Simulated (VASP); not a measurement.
# AlNi (WC type) (P-6m2) in VASP: notebook

Runs on AlNi (WC type). Level: PBE. Tasks: single point.

Program: VASP 6.6.1. These are calculated values, not measurements. Logs are shortened: lines on timing, memory, paths and dates and some standing lists are left out, and cuts for length are marked.

### Step 1. The cell of the first run

It takes space group P-6m2 (No. 187, hexagonal). Conventional cell: a = 2.216 Å, b = 2.216 Å, c = 3.256 Å, α = 90.00°, β = 90.00°, γ = 120.00°. Within 2.7 Å of Ni (site symmetry -6m2) lie 6 Al at 2.07 Å and 6 Ni at 2.22 Å. Within 2.7 Å of Al (site symmetry -6m2) lie 6 Ni at 2.07 Å and 6 Al at 2.22 Å.

### Step 2. Single point, PBE

Contents of INCAR:

```
SYSTEM = AlNi
PREC = Accurate ; ENCUT = 520
EDIFF = 1E-7 ; ISMEAR = -1
SIGMA = 0.08 ; LREAL = .FALSE.
LASPH = .TRUE. ; NELM = 80
ALGO = Normal ; ISIF = 2
LWAVE = .FALSE. ; LCHARG = .FALSE.
GGA = PE ; NBANDS = 14
```

Contents of KPOINTS:

```
Automatic mesh
0
G
  15 15 13
  0 0 0
```

Contents of POSCAR:

```
AlNi
1.0
    2.2160438338      0.0000000000      0.0000000000
   -1.1080219169      1.9191502560      0.0000000000
    0.0000000000      0.0000000000      3.2559360154
Ni Al
1 1
Direct
    0.0000000000      0.0000000000      0.0000000000
    0.3333333333      0.6666666667      0.5000000000
```

Potentials or basis: VASP PAW PBE potentials, release 64 (Ni, Al).

Started as:

```sh
$ cat potpaw_PBE.64/Ni/POTCAR potpaw_PBE.64/Al/POTCAR > POTCAR
$ mpirun -np 1 vasp_std > vasp.out
```

OUTCAR:

```text
SYSTEM = AlNi
   PREC = Accurate
   ENCUT = 520
   EDIFF = 1E-7
   ISMEAR = -1
   LREAL = .FALSE.
   LASPH = .TRUE.
   NELM = 80
   ISIF = 2
   GGA = PE

 ion  position               nearest neighbor table
   1  0.000  0.000  0.000-   2 2.07   2 2.07   2 2.07   2 2.07   2 2.07   2 2.07   2 3.03   2 3.03
                             2 3.03   2 3.03   2 3.03   2 3.03
   2  0.333  0.667  0.500-   1 2.07   1 2.07   1 2.07   1 2.07   1 2.07   1 2.07   1 3.03   1 3.03
                             1 3.03   1 3.03   1 3.03   1 3.03

  LATTYP: Found a hexagonal cell.
 ALAT       =     2.2160438338
 C/A-ratio  =     1.4692561427

  Lattice vectors:

 A1 = (   2.2160438338,   0.0000000000,   0.0000000000)
 A2 = (  -1.1080219169,   1.9191502560,   0.0000000000)
 A3 = (   0.0000000000,   0.0000000000,   3.2559360154)

Analysis of symmetry for initial positions (statically):
=====================================================================
 Subroutine PRICEL returns:
 Original cell was already a primitive cell.

 Routine SETGRP: Setting up the symmetry group for a
 hexagonal supercell.

 Subroutine GETGRP returns: Found 12 space group operations
 (whereof 12 operations were pure point group operations)
 out of a pool of 24 trial point group operations.

The static configuration has the point symmetry D_3h.

Analysis of symmetry for dynamics (positions and initial velocities):
=====================================================================
 Subroutine PRICEL returns:
 Original cell was already a primitive cell.

 Routine SETGRP: Setting up the symmetry group for a
 hexagonal supercell.

 Subroutine GETGRP returns: Found 12 space group operations
 (whereof 12 operations were pure point group operations)
 out of a pool of 24 trial point group operations.

The dynamic configuration has the point symmetry D_3h.

 Subroutine INISYM returns: Found 12 space group operations
 (whereof 12 operations are pure point group operations),
 and found     1 'primitive' translations

----------------------------------------------------------------------------------------

                                     Primitive cell

  volume of cell :      13.8472

  direct lattice vectors                    reciprocal lattice vectors
     2.216043834  0.000000000  0.000000000     0.451254612  0.260531972  0.000000000
    -1.108021917  1.919150256  0.000000000     0.000000000  0.521063943  0.000000000
     0.000000000  0.000000000  3.255936015     0.000000000  0.000000000  0.307131343

  length of vectors
     2.216043834  2.216043834  3.255936015     0.521063943  0.521063943  0.307131343

  position of ions in fractional coordinates (direct lattice)
     0.000000000  0.000000000  0.000000000
     0.333333333  0.666666667  0.500000000

  ion indices of the primitive-cell ions
   primitive index   ion index
                 1           1
                 2           2

----------------------------------------------------------------------------------------

 KPOINTS: Automatic mesh

Automatic generation of k-mesh.
 Grid dimensions read from file:
 generate k-points for:   15   15   13

 Generating k-lattice:

  Cartesian coordinates                     Fractional coordinates (reciprocal lattice)
     0.030083641  0.017368798  0.000000000     0.066666667  0.000000000  0.000000000
     0.000000000  0.034737596  0.000000000     0.000000000  0.066666667  0.000000000
     0.000000000  0.000000000  0.023625488     0.000000000  0.000000000  0.076923077

  Length of vectors
     0.034737596  0.034737596  0.023625488

  Shift w.r.t. Gamma in fractional coordinates (k-lattice)
     0.000000000  0.000000000  0.000000000

 Subroutine IBZKPT returns following result:
 ===========================================

 Found    189 irreducible k-points:

 Following reciprocal coordinates:
            Coordinates               Weight
  0.000000  0.000000  0.000000      1.000000
  0.066667  0.000000  0.000000      6.000000
  0.133333  0.000000  0.000000      6.000000
  0.200000 -0.000000  0.000000      6.000000
  0.266667  0.000000  0.000000      6.000000
  0.333333 -0.000000  0.000000      6.000000
[... 16 lines left out ...]
  0.333333  0.200000  0.000000     12.000000
  0.400000  0.200000  0.000000      6.000000
 [... further k-points ...]
   k-points           NKPTS =    189   k-points in BZ     NKDIM =    189   number of bands    NBANDS=     14
   number of dos      NEDOS =    301   number of ions     NIONS =      2
   total plane-waves  NPLWV =   6144
   dimension x,y,z NGX =    16 NGY =   16 NGZ =   24
   dimension x,y,z NGXF=    32 NGYF=   32 NGZF=   48
   ions per type =               1   1
   NGX,Y,Z   is equivalent  to a cutoff of  12.00, 12.00, 12.25 a.u.
   NGXF,Y,Z  is equivalent  to a cutoff of  24.01, 24.01, 24.51 a.u.
 SYSTEM =  AlNi
   PREC   = accura    normal or accurate (medium, high low for compatibility)
   ISTART =      0    job   : 0-new  1-cont  2-samecut
   ICHARG =      2    charge: 1-file 2-atom 10-const
   ISPIN  =      1    spin polarized calculation?
   LNONCOLLINEAR =      F non collinear calculations
   LSORBIT =      F    spin-orbit coupling
   LASPH  =      T    aspherical Exc in radial PAW
   ENCUT  =  520.0 eV  38.22 Ry    6.18 a.u.   4.12  4.12  6.05*2*pi/ulx,y,z
   NELM   =     80;   NELMIN=  2; NELMDL= -5     # of ELM steps
   EDIFF  = 0.1E-06   stopping-criterion for ELM
   LREAL  =      F    real-space projection
   EDIFFG = 0.1E-05   stopping-criterion for IOM
   NSW    =      0    number of steps for IOM
   IBRION =     -1    ionic relax: 0-MD 1-quasi-New 2-CG
   NFREE  =      0    steps in history (QN), initial steepest desc. (CG)
   ISIF   =      2    stress and relaxation
   ISYM   =      2    0-nonsym 1-usesym 2-fastsym
   POTIM  = 0.5000    time-step for ionic-motion
   TEBEG  =    0.0;   TEEND  =   0.0 temperature during run
   PSTRESS=    0.0 pullay stress
   NELECT =      13.0000    total number of electrons
   NUPDOWN=      -1.0000    fix difference up-down
   EMIN   =  10.00;   EMAX   =-10.00  energy-range for DOS
   EFERMI =   0.00;   METHOD = LEGACY
   ISMEAR =    -1;   SIGMA  =   0.08  broadening in eV -4-tet -1-fermi 0-gaus
   EFERMI_NEDOS =   21; number of points for ismear=-14 and -15
   IALGO  =     38    algorithm
   IMIX   =      4    mixing-type and parameters
     AMIX     =   0.40;   BMIX     =  1.00
     AMIX_MAG =   1.60;   BMIX_MAG =  1.00
  volume/ion in A,a.u.               =       6.92        46.72
  Fermi-wavevector in a.u.,A,eV,Ry     =   1.603005  3.029240 34.961873  2.569625
  Thomas-Fermi vector in A             =   2.699736
   LORBIT       =      0    0 simple, 1 ext, 2 COOP (PROOUT), +10 PAW based schemes
   GGA     = PE    functional components
   LHFCALC =     F    Hartree Fock is set to
   AEXX    =    0.0000 exact exchange contribution
   IVDW    =     0    specifies the selected vdW correction
   LEPSILON=     F    determine dielectric tensor
   LRPA    =     F    only Hartree local field effects (RPA)
 non-spin polarized calculation
  energy-cutoff  :      520.00
  volume of cell :       13.85
 maximum number of plane-waves:       384
   NGX =  9   NGY =  9   NGZ = 13

 number of electron      13.0000008 magnetization

 Free energy of the ion-electron system (eV)
  ---------------------------------------------------
  ext. energy  EPLUGINS =         0.00000000
  ---------------------------------------------------
  free energy    TOTEN  =        -3.67705829 eV

  energy without entropy =       -3.66728121  energy(sigma->0) =       -3.67216975

 E-fermi :  19.3338     XC(G=0): -14.9768

 val. band max:       19.3207301136   @ k =   0.2667   0.1333   0.2308
 cond. band min:      19.3642714127   @ k =   0.4000   0.1333   0.3077
 fundamental gap:      0.0435412991
 Fermi energy:        19.3337595315

 k-point     1 :       0.0000    0.0000    0.0000
  band No.  band energies     occupation
      1       3.5475      2.00000
      2      11.6291      2.00000
      3      15.4209      2.00000
      4      15.4209      2.00000
      5      16.1607      2.00000
      6      16.7465      2.00000
      7      16.7465      2.00000
      8      23.5051      0.00000
      9      36.6305      0.00000
     10      36.6305      0.00000
     11      41.0595      0.00000
     12      44.5796      0.00000
     13      44.5796      0.00000
     14      45.4018      0.00000

 k-point     2 :       0.0667    0.0000    0.0000
  band No.  band energies     occupation
      1       3.7319      2.00000
      2      11.7556      2.00000
      3      15.3079      2.00000
      4      15.4622      2.00000
      5      15.5335      2.00000
      6      16.7118      2.00000
      7      17.5460      2.00000
      8      23.5602      0.00000
      9      34.8871      0.00000
     10      36.3621      0.00000
     11      41.0191      0.00000
     12      44.9404      0.00000
     13      45.0070      0.00000
     14      45.0108      0.00000

 k-point     3 :       0.1333    0.0000    0.0000
  band No.  band energies     occupation
      1       4.2764      2.00000
      2      12.1034      2.00000
      3      14.6471      2.00000
      4      15.0107      2.00000
      5      15.8597      2.00000
      6      16.6147      2.00000
      7      18.6625      1.99955
      8      23.7174      0.00000
      9      31.8751      0.00000
     10      35.6914      0.00000
     11      39.9757      0.00000
     12      42.3291      0.00000
     13      45.5239      0.00000
     14      46.1347      0.00000
[... 324 lines left out ...]
 k-point    23 :       0.3333    0.2000    0.0000
  band No.  band energies     occupation
      1      10.7190      2.00000
      2      12.9787      2.00000
      3      13.0378      2.00000
      4      13.7123      2.00000
      5      14.9740      2.00000
      6      18.6416      1.99965
      7      21.3277      0.00000
      8      24.4167      0.00000
      9      25.6556      0.00000
     10      30.6879      0.00000
     11      32.3618      0.00000
     12      35.6928      0.00000
     13      36.6895      0.00000
     14      41.5959      0.00000

 k-point    24 :       0.4000    0.2000    0.0000
  band No.  band energies     occupation
      1      11.3884      2.00000
      2      12.9808      2.00000
      3      13.1130      2.00000
      4      13.3315      2.00000
      5      14.8642      2.00000
      6      18.7141      1.99914
      7      20.9314      0.00000
      8      24.3493      0.00000
      9      26.2763      0.00000
     10      31.1238      0.00000
     11      31.5540      0.00000
     12      35.5482      0.00000
     13      35.8267      0.00000
     14      41.4232      0.00000

 [... further k-points ...]
[... 5 lines left out ...]
  --------------------------------------------------------------------------------------
  -------------------------------------------------------------------------------------
  Total       27.0219877     27.0219877     27.0498577      0.0000000     -0.0000000      0.0000000
  in kB     3126.5450276   3126.5450277   3129.7696938      0.0000000     -0.0000000      0.0000000
  external PRESSURE =    3127.6199164 kB  Pullay stress =       0.0000000 kB

 VOLUME and BASIS-vectors are now :
 -----------------------------------------------------------------------------
  energy-cutoff  :      520.00
  volume of cell :       13.85
      direct lattice vectors                 reciprocal lattice vectors
     2.216043834  0.000000000  0.000000000     0.451254612  0.260531972  0.000000000
    -1.108021917  1.919150256  0.000000000     0.000000000  0.521063943  0.000000000
     0.000000000  0.000000000  3.255936015     0.000000000  0.000000000  0.307131343

 POSITION                                       TOTAL-FORCE (eV/Angst)
 -----------------------------------------------------------------------------------
      0.00000      0.00000      0.00000        -0.000000     -0.000000      0.000000
     -0.00000      1.27943      1.62797         0.000000      0.000000      0.000000
 -----------------------------------------------------------------------------------
    total drift:                                0.000000     -0.000000      0.000000

  FREE ENERGIE OF THE ION-ELECTRON SYSTEM (eV)
  ---------------------------------------------------
  free  energy   TOTEN  =        -3.6770582941 eV

  energy  without entropy=       -3.6672812105  energy(sigma->0) =       -3.67216975
```

Wall time 17 s (1 thread of Intel Xeon 6975P-C, shared host); peak memory 0.15 GiB.

What came out:

- Free energy: -3.6771 eV
- Pressure: 312.8 GPa

Stress tensor (GPa, compression positive):
```
312.65   0.00   0.00
  0.00 312.65   0.00
  0.00   0.00 312.98
```

### Step 3. Single point, PBE

Contents of INCAR:

```
PREC = Accurate ; ENCUT = 520
EDIFF = 1E-7 ; ISMEAR = -1
SIGMA = 0.08 ; LREAL = F
LASPH = T ; NELM = 60
ALGO = Normal ; ISIF = 2
LWAVE = F ; LCHARG = T
GGA = PE ; LELF = T
LVHAR = T ; NBANDS = 14
```

Contents of KPOINTS:

```
Automatic mesh
0
Gamma
  15 15 13
```

POSCAR is that of step 2.

Potentials or basis: VASP PAW PBE potentials, release 64 (Ni, Al).

Started as:

```sh
$ cat potpaw_PBE.64/Ni/POTCAR potpaw_PBE.64/Al/POTCAR > POTCAR
$ mpirun -np 1 vasp_std > vasp.out
```

OUTCAR:

```text
PREC = Accurate
   ENCUT = 520
   EDIFF = 1E-7
   ISMEAR = -1
   LREAL = F
   LASPH = T
   NELM = 60
   ISIF = 2
   GGA = PE

 ion  position               nearest neighbor table
   1  0.000  0.000  0.000-   2 2.07   2 2.07   2 2.07   2 2.07   2 2.07   2 2.07   2 3.03   2 3.03
                             2 3.03   2 3.03   2 3.03   2 3.03
   2  0.333  0.667  0.500-   1 2.07   1 2.07   1 2.07   1 2.07   1 2.07   1 2.07   1 3.03   1 3.03
                             1 3.03   1 3.03   1 3.03   1 3.03

  LATTYP: Found a hexagonal cell.
 ALAT       =     2.2160438338
[... 590 lines left out ...]
     10      31.1238      0.00000
     11      31.5540      0.00000
     12      35.5482      0.00000
     13      35.8267      0.00000
     14      41.4232      0.00000

 [... further k-points ...]
[... 5 lines left out ...]
  --------------------------------------------------------------------------------------
  -------------------------------------------------------------------------------------
  Total       27.0219877     27.0219877     27.0498577      0.0000000     -0.0000000      0.0000000
  in kB     3126.5450276   3126.5450277   3129.7696938      0.0000000     -0.0000000      0.0000000
  external PRESSURE =    3127.6199164 kB  Pullay stress =       0.0000000 kB

 VOLUME and BASIS-vectors are now :
 -----------------------------------------------------------------------------
  energy-cutoff  :      520.00
  volume of cell :       13.85
      direct lattice vectors                 reciprocal lattice vectors
     2.216043834  0.000000000  0.000000000     0.451254612  0.260531972  0.000000000
    -1.108021917  1.919150256  0.000000000     0.000000000  0.521063943  0.000000000
     0.000000000  0.000000000  3.255936015     0.000000000  0.000000000  0.307131343

 POSITION                                       TOTAL-FORCE (eV/Angst)
 -----------------------------------------------------------------------------------
      0.00000      0.00000      0.00000        -0.000000     -0.000000      0.000000
     -0.00000      1.27943      1.62797         0.000000      0.000000      0.000000
 -----------------------------------------------------------------------------------
    total drift:                                0.000000     -0.000000      0.000000

  FREE ENERGIE OF THE ION-ELECTRON SYSTEM (eV)
  ---------------------------------------------------
  free  energy   TOTEN  =        -3.6770582941 eV

  energy  without entropy=       -3.6672812105  energy(sigma->0) =       -3.67216975
```

stdout:

```text
POSCAR found type information on POSCAR NiAl
 POSCAR found :  2 types and       2 ions
 scaLAPACK will be used
 LDA part: xc-table for (Slater+PW92), standard interpolation
 POSCAR, INCAR and KPOINTS ok, starting setup
 FFT: planning ... GRIDC
 FFT: planning ... GRID_SOFT
 FFT: planning ... GRID
 WAVECAR not read
 entering main loop
```

Run time: 14 s. Hardware: 1 thread of Intel Xeon 6975P-C, shared host; peak memory 0.15 GiB.

What came out:

```
Free energy : -3.6771 eV
Pressure    : 312.8 GPa
```

Levels at points of the mesh, in eV from the Fermi level:
| k point | band 3 | band 4 | band 5 | band 6 | band 7 | band 8 | band 9 | band 10 | band 11 | band 12 |
| --- | --- | --- | --- | --- | --- | --- | --- | --- | --- | --- |
| (0.00, 0.00, 0.00) | -3.91 | -3.91 | -3.17 | -2.59 | -2.59 | 4.17 | 17.30 | 17.30 | 21.73 | 25.25 |

Spin polarisation is off, so any magnetic state and its effect on volume and gap are missing.

### Step 4. Single point, PBE

This run uses another cell than the first one, of 8.06 Å³/atom, 1.164 times its volume.

Contents of INCAR:

```
SYSTEM = AlNi
  ALGO = Normal
  EDIFF = 1E-6
  ENCUT = 520
  GGA = PE
  ISIF = 2
  ISMEAR = -1
  LASPH = .True.
  LCHARG = .False.
  LREAL = .False.
  LWAVE = .False.
  NBANDS = 14
  NELM = 100
  PREC = Accurate
  SIGMA = 0.08
```

Contents of KPOINTS:

```
k-points
0
Gamma
  15 15 13
  0 0 0
```

Contents of POSCAR:

```
AlNi
1.0
    2.3365391362      0.0000000000      0.0000000000
   -1.1682695681      2.0235022489      0.0000000000
    0.0000000000      0.0000000000      3.4080324395
Ni Al
1 1
Direct
    0.0000000000      0.0000000000      0.0000000000
    0.3333333333      0.6666666667      0.5000000000
```

Started as:

```sh
$ cat potpaw_PBE.64/Ni/POTCAR potpaw_PBE.64/Al/POTCAR > POTCAR
$ mpirun -np 1 vasp_std > vasp.out
```

It took 21 s on 1 thread of Intel Xeon 6975P-C, shared host; peak memory 0.16 GiB.

It converged, with:

```yaml
Free_energy: -6.9725 eV
Pressure: 168.3 GPa
```

Stress tensor (GPa, compression positive):
```
168.32   0.00   0.00
  0.00 168.32   0.00
  0.00   0.00 168.18
```

Levels at points of the mesh, in eV from the Fermi level:
```csv
k point,band 4,band 5,band 6,band 7,band 8,band 9,band 10,band 11
"(0.00, 0.00, 0.00)",-3.15,-2.80,-2.15,-2.15,3.75,16.21,16.21,20.44
```

Spin polarisation is off, so any magnetic state and its effect on volume and gap are missing.
